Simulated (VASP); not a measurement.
# Au in VASP: a series of runs, part 2 of 2

VASP 6.6.1.

### Step 4. Relaxation of cell and atoms, PBEsol

This run uses another cell than the first one, of 17.65 Å³/atom, 1.036 times its volume.

File INCAR:

```
SYSTEM = Au
PREC = Accurate
ENCUT = 600
EDIFF = 1E-6
ISMEAR = 0
SIGMA = 0.1
LREAL = .FALSE.
LASPH = .TRUE.
NELM = 80
ALGO = Normal
ISIF = 3
LWAVE = .FALSE.
LCHARG = .FALSE.
GGA = PS
IBRION = 2
NSW = 90
EDIFFG = -0.04
```

File KPOINTS:

```
regular mesh
0
G
  8 8 4
  0 0 0
```

File POSCAR:

```
Au
1.0
    1.4113099650     -2.5559330250      0.0000000000
    1.4113099650      2.5559330250      0.0000000000
    0.0000000000      0.0000000000      4.8931696100
Au
2
Direct
    0.6653279700      0.3346720300      0.2500000000
    0.3346720300      0.6653279700      0.7500000000
```

Run with:

```sh
$ cat potpaw_PBE.64/Au/POTCAR > POTCAR
$ mpirun -np 1 vasp_std > vasp.out
```

Wall time 94 s (1 thread of Intel Xeon Platinum 8488C (Sapphire Rapids), shared host); peak memory 0.2 GiB.

The run converged. Its results:

```
Free energy                            : -7.8116 eV
Relaxed volume                         : 17.13 Å³/atom
Relaxed cell                           : a = 2.947 Å, b = 2.947 Å, c = 4.751 Å, α = 90.00°, β = 90.00°, γ = 123.89°
Space group after relaxing (to 0.05 Å) : Cmcm (No. 63)
Energy gained by relaxing              : 14.2 meV/atom
Ionic steps                            : 10
Pressure after relaxing                : -0.2 GPa
Largest force after relaxing           : 0.040 eV/Å
Band gap on the k mesh                 : zero (band 11 reaches 12.48 eV, above the bottom of band 12 at 6.69 eV)
```

Forces in eV/Å, atoms in the order of the input:
```
Au   0.000  0.040  0.000
Au   0.000 -0.040  0.000
```

Stress tensor (GPa, compression positive):
```
-0.12  0.00  0.00
 0.00 -0.26  0.00
 0.00  0.00 -0.35
```

Step by step:
| step | energy change (eV) | largest force (eV/Å) | pressure (GPa) | volume (Å³) |
| --- | --- | --- | --- | --- |
| 1 | 0.0000 | 0.0103 | -4.94 | 35.30 |
| 2 | 0.0232 | 0.0363 | 9.54 | 32.59 |
| 3 | -0.0204 | 0.0034 | 0.29 | 34.16 |
| 4 | -0.0252 | 0.0072 | 0.26 | 34.16 |
| 5 | -0.0278 | 0.0261 | 0.25 | 34.16 |
| 6 | -0.0260 | 0.0797 | 0.50 | 34.15 |
| 7 | -0.0282 | 0.0387 | 0.28 | 34.16 |
| 8 | -0.0282 | 0.0409 | 0.28 | 34.16 |
| 9 | -0.0283 | 0.0384 | -0.69 | 34.33 |
| 10 | -0.0285 | 0.0396 | -0.24 | 34.26 |

Final structure:
```
Au
1.0
     1.38618   -2.60110    0.00000
     1.38618    2.60110    0.00000
     0.00000    0.00000    4.75069
Au
2
Cartesian
  1.3862 -0.8594 1.1877
  1.3862 0.8594 3.5630
```

Levels at points of the mesh, in eV from the Fermi level:
| k point | band 7 | band 8 | band 9 | band 10 | band 11 | band 12 | band 13 | band 14 | band 15 |
| --- | --- | --- | --- | --- | --- | --- | --- | --- | --- |
| (0.00, 0.00, 0.00) | -3.79 | -3.74 | -3.50 | -2.25 | -2.10 | -1.07 | 2.87 | 14.07 | 16.00 |
| (0.50, 0.00, 0.00) | -3.69 | -1.95 | -1.94 | -1.76 | 0.50 | 1.79 | 6.09 | 7.57 | 7.70 |
| (0.50, 0.50, 0.00) | -3.94 | -2.04 | -1.81 | -1.80 | -0.04 | 0.93 | 5.38 | 6.89 | 6.90 |
| (0.00, 0.00, 0.50) | -4.15 | -4.15 | -2.76 | -2.76 | -2.50 | -2.50 | 10.99 | 10.99 | 14.47 |
| (0.50, 0.00, 0.50) | -2.46 | -2.46 | -1.77 | -1.77 | 0.63 | 0.63 | 4.25 | 4.25 | 12.80 |
| (0.50, 0.50, 0.50) | -2.45 | -2.45 | -1.89 | -1.89 | -0.02 | -0.02 | 3.24 | 3.24 | 12.94 |

Caveat: the PAW data sets were made with another functional, which shifts forces and pressure a little; spin-orbit coupling is left out, which moves the levels of the heavy elements.

### Step 5. Relaxation of cell and atoms, PBEsol

This run uses another cell than the first one: it holds 4 atoms, not 2.

File INCAR:

```
SYSTEM = Au
PREC     = Accurate       ! precision mode
ENCUT    = 600            ! plane-wave cutoff, eV
EDIFF    = 1E-6           ! SCF threshold, eV
ISMEAR   = 0              ! smearing method
SIGMA    = 0.1            ! smearing width, eV
LREAL    = .FALSE.        ! projectors in reciprocal space
LASPH    = .TRUE.         ! aspherical terms in the spheres
NELM     = 80             ! most SCF steps
ALGO     = Fast           ! electronic algorithm
ISIF     = 3              ! what is computed and relaxed
LWAVE    = .FALSE.        ! write WAVECAR
LCHARG   = .FALSE.        ! write CHGCAR
GGA      = PS             ! functional
IBRION   = 2              ! ionic algorithm
NSW      = 100            ! ionic steps
EDIFFG   = -0.01          ! ionic threshold
```

File KPOINTS:

```
Automatic mesh
0
G
  18 18 6
  0 0 0
```

File POSCAR:

```
Au
1.0
    2.9189441349      0.0000000000      0.0000000000
   -1.4594720675      2.5278797731      0.0000000000
    0.0000000000      0.0000000000      9.2783668474
Au
4
Direct
    0.0000000000      0.0000000000      0.0000000000
    0.0000000000      0.0000000000      0.5000000000
    0.3333333333      0.6666666667      0.7500000000
    0.6666666667      0.3333333333      0.2500000000
```

Potentials or basis: VASP PAW PBE potentials, release 64 (Au).

Run with:

```sh
$ cat potpaw_PBE.64/Au/POTCAR > POTCAR
$ mpirun -np 1 vasp_std > vasp.out
```

OUTCAR:

```text
SYSTEM = Au
   PREC = Accurate
   ENCUT = 600
   EDIFF = 1E-6
   ISMEAR = 0
   LREAL = .FALSE.
   LASPH = .TRUE.
   NELM = 80
   ISIF = 3
   GGA = PS
   IBRION = 2
   NSW = 100
   EDIFFG = -0.01

 ion  position               nearest neighbor table
   1  0.000  0.000  0.000-   3 2.87   4 2.87   4 2.87   3 2.87   4 2.87   3 2.87
   2  0.000  0.000  0.500-   3 2.87   4 2.87   4 2.87   3 2.87   4 2.87   3 2.87
   3  0.333  0.667  0.750-   1 2.87   2 2.87   1 2.87   2 2.87   1 2.87   2 2.87
   4  0.667  0.333  0.250-   1 2.87   2 2.87   1 2.87   2 2.87   1 2.87   2 2.87

  LATTYP: Found a hexagonal cell.
 ALAT       =     2.9189441349
 C/A-ratio  =     3.1786722933

  Lattice vectors:

 A1 = (   2.9189441349,   0.0000000000,   0.0000000000)
 A2 = (  -1.4594720675,   2.5278797731,   0.0000000000)
 A3 = (   0.0000000000,   0.0000000000,   9.2783668474)

Analysis of symmetry for initial positions (statically):
=====================================================================
 Subroutine PRICEL returns:
[... 178 lines left out ...]
  free energy    TOTEN  =       -15.66315897 eV

  energy without entropy =      -15.65668171  energy(sigma->0) =      -15.65992034

------------------------ aborting loop because EDIFF is reached ----------------------------------------

  FORCE on cell =-STRESS in cart. coord.  units (eV):
  Direction    XX          YY          ZZ          XY          YZ          ZX
  --------------------------------------------------------------------------------------
  -------------------------------------------------------------------------------------
  Total       -0.8060641     -0.8060641      0.4468963      0.0000000      0.0000000      0.0000000
  in kB      -18.8636807    -18.8636807     10.4583600      0.0000000      0.0000000      0.0000000
  external PRESSURE =      -9.0896671 kB  Pullay stress =       0.0000000 kB
[... 253 lines left out ...]
--------------------------------------- Ionic step        8  -------------------------------------------

 number of electron      44.0000008 magnetization

 Free energy of the ion-electron system (eV)
  ---------------------------------------------------
  ext. energy  EPLUGINS =         0.00000000
  ---------------------------------------------------
  free energy    TOTEN  =       -15.68061692 eV

  energy without entropy =      -15.67483579  energy(sigma->0) =      -15.67772636

 E-fermi :   9.2388     XC(G=0): -12.8962

 val. band max:        9.2212193466   @ k =   0.3333   0.1667   0.5000
 cond. band min:       9.2413432614   @ k =   0.2222   0.2222   0.0000
 fundamental gap:      0.0201239148
 Fermi energy:         9.2387691900

 k-point     1 :       0.0000    0.0000    0.0000
  band No.  band energies     occupation
      1      -0.6314      2.00000
      2       1.1385      2.00000
      3       1.1495      2.00000
      4       1.9283      2.00000
      5       4.4541      2.00000
      6       4.4646      2.00000
[... 685 lines left out ...]
     25      13.7455      0.00000
     26      14.0681      0.00000

 [... further k-points ...]
[... 5 lines left out ...]
  --------------------------------------------------------------------------------------
  -------------------------------------------------------------------------------------
  Total       -0.0378421     -0.0378421     -0.0168339      0.0000000      0.0000000      0.0000000
  in kB       -0.8911628     -0.8911628     -0.3964305      0.0000000      0.0000000      0.0000000
  external PRESSURE =      -0.7262520 kB  Pullay stress =       0.0000000 kB
[... 19 lines left out ...]
  FREE ENERGIE OF THE ION-ELECTRON SYSTEM (eV)
  ---------------------------------------------------
  free  energy   TOTEN  =       -15.6806169239 eV

  energy  without entropy=      -15.6748357928  energy(sigma->0) =      -15.67772636

 reached required accuracy - stopping structural energy minimisation
```

OSZICAR:

```text
N       E                     dE             d eps       ncg     rms          rms(c)
DAV:   1     0.316005941911E+03    0.31601E+03   -0.25314E+04  7720   0.185E+03
[... 63 lines left out ...]
       N       E                     dE             d eps       ncg     rms          rms(c)
DAV:   1    -0.156822038171E+02   -0.16540E-02   -0.44423E-02  7830   0.158E+00    0.228E-01
RMM:   2    -0.156807653338E+02    0.14385E-02   -0.30321E-03  7696   0.385E-01    0.988E-02
RMM:   3    -0.156806354988E+02    0.12984E-03   -0.45855E-04  7697   0.126E-01    0.721E-02
RMM:   4    -0.156806170479E+02    0.18451E-04   -0.86288E-05  7726   0.590E-02    0.151E-02
RMM:   5    -0.156806166827E+02    0.36516E-06   -0.35675E-05  7708   0.380E-02    0.892E-03
RMM:   6    -0.156806169239E+02   -0.24124E-06   -0.58130E-06  5662   0.113E-02
   8 F= -.15680617E+02 E0= -.15677726E+02  d E =-.672743E-04
```

CONTCAR:

```text
Au
   1.00000000000000
     2.8775250096361655    0.0000000000008222   -0.0000000000000000
    -1.4387625048666615    2.4920097584164878   -0.0000000000000000
     0.0000000000000000    0.0000000000000000    9.4876800626522080
  Au
     4
Direct
     1.0000000000000000    1.0000000000000000    0.0000000000000000
     1.0000000000000000    1.0000000000000000    0.5000000000000000
     0.3333333332999970    0.6666666667000030    0.7500000000000000
     0.6666666667000030    0.3333333332999970    0.2500000000000000

  0.00000000E+00  0.00000000E+00  0.00000000E+00
  0.00000000E+00  0.00000000E+00  0.00000000E+00
  0.00000000E+00  0.00000000E+00  0.00000000E+00
  0.00000000E+00  0.00000000E+00  0.00000000E+00
```

Run time: 11 min. Hardware: 1 thread of Intel Xeon Platinum 8559C (Emerald Rapids), shared host; peak memory 0.4 GiB.

What came out:

```yaml
Free_energy: -15.6806 eV
Relaxed_volume: 17.01 Å³/atom
Relaxed_cell: a = 2.878 Å, b = 2.878 Å, c = 9.488 Å, α = 90.00°, β = 90.00°, γ = 120.00°
Space_group_after_relaxing_to_0.05_Å: P6_3/mmc (No. 194)
Energy_gained_by_relaxing: 4.4 meV/atom
Ionic_steps: 8
Pressure_after_relaxing: -0.1 GPa
Band_gap_on_the_k_mesh: zero (band 22 reaches 12.19 eV, above the bottom of band 23 at 7.01 eV)
```

The path:
| step | energy change (eV) | largest force (eV/Å) | pressure (GPa) | volume (Å³) |
| --- | --- | --- | --- | --- |
| 1 | 0.0000 | 0.0000 | -0.91 | 68.46 |
| 2 | -0.0092 | 0.0000 | 1.41 | 67.50 |
| 3 | -0.0092 | 0.0000 | 1.44 | 67.50 |
| 4 | -0.0156 | 0.0000 | 0.77 | 67.73 |
| 5 | -0.0172 | 0.0000 | 0.07 | 68.00 |
| 6 | -0.0174 | 0.0000 | 0.21 | 67.94 |
| 7 | -0.0174 | 0.0000 | 0.22 | 67.93 |
| 8 | -0.0175 | 0.0000 | -0.07 | 68.03 |

Final structure:
```xyz
4
Lattice="2.8775 0.0000 0.0000 -1.4388 2.4920 0.0000 0.0000 0.0000 9.4877" Properties=species:S:1:pos:R:3 pbc="T T T"
Au    1.4388    2.4920    0.0000
Au    1.4388    2.4920    4.7438
Au    0.0000    1.6613    7.1158
Au    1.4388    0.8307    2.3719
```

Levels at points of the mesh, in eV from the Fermi level:
| k point | band 18 | band 19 | band 20 | band 21 | band 22 | band 23 | band 24 | band 25 | band 26 |
| --- | --- | --- | --- | --- | --- | --- | --- | --- | --- |
| (0.00, 0.00, 0.00) | -2.89 | -2.89 | -2.57 | -2.57 | -1.98 | -1.98 | -1.03 | 2.99 | 10.99 |
| (0.50, 0.00, 0.00) | -1.67 | -1.64 | -1.63 | -0.57 | 0.24 | 1.14 | 1.43 | 3.69 | 3.93 |
| (0.00, 0.00, 0.50) | -3.14 | -3.14 | -3.14 | -2.23 | -2.23 | -2.23 | -2.23 | 6.16 | 6.16 |
| (0.50, 0.00, 0.50) | -1.82 | -1.66 | -1.66 | 0.30 | 0.30 | 1.28 | 1.28 | 4.22 | 4.22 |

Caveat: the PAW data sets were made with another functional, which shifts forces and pressure a little; spin-orbit coupling is left out, which moves the levels of the heavy elements.

### Step 6. Overview

```tsv
task	cell	k mesh	cutoff (eV)	gap on the mesh (eV)	pressure (GPa)	relaxed volume (Å³/atom)	largest force (eV/Å)
single point	a = 2.879, b = 2.879, c = 4.793 Å, angles 90.0, 90.0, 121.0°, 2 atoms	22 × 22 × 12	520	none	-0.3	-	-
single point	a = 2.920, b = 2.920, c = 4.893 Å, angles 90.0, 90.0, 122.2°, 2 atoms	8 × 8 × 4	520	none	-5.0	-	0.01
relaxation of cell and atoms	relaxed from a = 2.920, b = 2.920, c = 4.893 Å, angles 90.0, 90.0, 122.2°, 2 atoms	8 × 8 × 4	600	none	-0.2	17.13	0.04
relaxation of cell and atoms	relaxed from a = 2.919, b = 2.919, c = 9.278 Å, angles 90.0, 90.0, 120.0°, 4 atoms	18 × 18 × 6	600	none	-0.1	17.01	-
```

Alike in all rows: level PBEsol; potentials or basis VASP PAW PBE potentials, release 64 (Au); no spin polarisation; smearing gaussian 0.1 eV.

Caveats: the PAW data sets were made with another functional, which shifts forces and pressure a little; spin-orbit coupling is left out, which moves the levels of the heavy elements.

Absolute energies hang on the potentials; compare differences alone.
